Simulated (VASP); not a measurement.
**SnPHO3: single point with PBEsol**

The system is SnPHO3.

```xyz
12
Lattice="4.5832 0.0430 4.0306 3.4814 -6.5044 -0.0762 2.4490 -0.0032 -4.1317" Properties=species:S:1:pos:R:3 pbc="T T T"
Sn    6.4743   -1.7301   -0.3814
Sn    4.1209   -4.7929   -2.4091
P     3.2220   -1.8156    0.3745
P     5.5299   -4.6291    2.4258
O     3.8146   -0.9969    1.5876
O     8.5081   -5.4001   -0.4901
O     4.5051   -2.7687   -3.5188
O     6.8435   -3.6578   -1.4414
O     4.4170   -2.5441   -0.3515
O     6.7363   -4.0030    1.6492
H     2.7783   -0.8601   -0.4752
H     4.9530   -5.6489    1.6817
```

- Program: VASP 6.6.1
- Task: single point
- Functional: PBEsol
- Potentials or basis: VASP PAW PBE potentials, release 64 (Sn_d, P, O, H)
- Cutoff: 520 eV
- k mesh: 3 × 2 × 3
- Occupations: fermi-dirac, width 0.1 eV
- Spin: no spin polarisation

```
Pressure               : -2.4 GPa
Largest force          : 2.785 eV/Å
Band gap on the k mesh : 3.66 eV (least direct gap 3.79 eV)
```

Forces in eV/Å, atoms in the order of the input:
```
Sn  -0.573 -0.606 -0.701
Sn   0.213  0.524 -0.520
P    2.412 -0.770  1.158
P    0.832  0.194  0.008
O   -0.699 -0.741 -0.044
O    0.189 -0.077  0.956
O   -0.242 -0.442  0.528
O   -0.189  0.704  0.210
O   -0.267  0.382  0.108
O   -0.825  0.072 -0.072
H   -0.649  1.052 -0.948
H   -0.203 -0.292 -0.683
```

Stress tensor (GPa, compression positive):
```
-2.66 -1.51  0.96
-1.51 -3.04 -1.23
 0.96 -1.23 -1.61
```

Levels at points of the mesh, in eV from the valence-band top:
| k point | band 36 | band 37 | band 38 | band 39 | band 40 | band 41 |
| --- | --- | --- | --- | --- | --- | --- |
| (0.00, 0.00, 0.00) | -1.14 | -0.61 | 0.00 | 3.79 | 4.81 | 5.04 |
| (0.00, 0.50, 0.00) | -1.19 | -0.58 | -0.52 | 4.25 | 4.55 | 4.71 |

Wall time 2.1 min on 1 thread of Intel(R) Xeon(R) Platinum 8259CL CPU @ 2.50GHz (Skylake/Cascade Lake), on a shared host, peak memory 0.34 GiB.

Caveat: the k points lie up to 0.48 Å⁻¹ apart; the PAW data sets were made with another functional, which shifts forces and pressure a little; spin-orbit coupling is left out, which moves the levels of the heavy elements; an odd mesh through Γ misses points on the zone boundary, where band edges can lie.
